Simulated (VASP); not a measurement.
Here is a VASP 6.6.1 calculation.

Contents of INCAR:

```
ALGO     = Normal         # electronic algorithm
EDIFF    = 1E-6           # SCF threshold, eV
ENCUT    = 600            # plane-wave cutoff, eV
GGA      = PS             # functional
GGA_COMPAT= False        
ISIF     = 2              # what is computed and relaxed
ISMEAR   = 0              # smearing method
LASPH    = True           # aspherical terms in the spheres
LCHARG   = False          # write CHGCAR
LMAXMIX  = 6              # l up to which the mixer works
LREAL    = False          # projectors in reciprocal space
LWAVE    = False          # write WAVECAR
NBANDS   = 28             # bands
NELM     = 200            # most SCF steps
PREC     = Accurate       # precision mode
SIGMA    = 0.01           # smearing width, eV
```

File KPOINTS:

```
k-points
0
Gamma
  2 2 3
```

File POSCAR:

```
La2O3
1.0
    6.2667802800      0.0000000000      0.0000000000
   -3.1333901400      5.4271909200      0.0000000000
    0.0000000000      0.0000000000      3.2997660000
La O
2 3
Direct
    0.3333333333      0.6666666667      0.5000000000
    0.6666666667      0.3333333333      0.5000000000
    0.4919860000      0.4919860000      0.0000000000
    0.0000000000      0.5080140000      0.0000000000
    0.5080140000      0.0000000000      0.0000000000
```

Potentials or basis: VASP PAW PBE potentials, release 64 (La, O).

Command:

```console
$ cat potpaw_PBE.64/La/POTCAR potpaw_PBE.64/O/POTCAR > POTCAR
$ mpirun -np 1 vasp_std > vasp.out
```

Problem. Predict the pressure.

Solution. -1.3 GPa.

Problem. Estimate the band gap on the k mesh.

Solution. 1.90 eV, indirect (least direct gap 1.97 eV).

Problem. What does it give for the largest force?

Solution. 0.059 eV/Å.

Forces on the atoms (eV/Å):
```
La   0.000  0.000  0.000
La   0.000  0.000  0.000
O    0.030  0.051  0.000
O    0.030 -0.051  0.000
O   -0.059  0.000  0.000
```

Caveat: the k points lie up to 0.63 Å⁻¹ apart; the PAW data sets were made with another functional, which shifts forces and pressure a little; spin-orbit coupling is left out, which moves the levels of the heavy elements. A k mesh can miss the band edges.
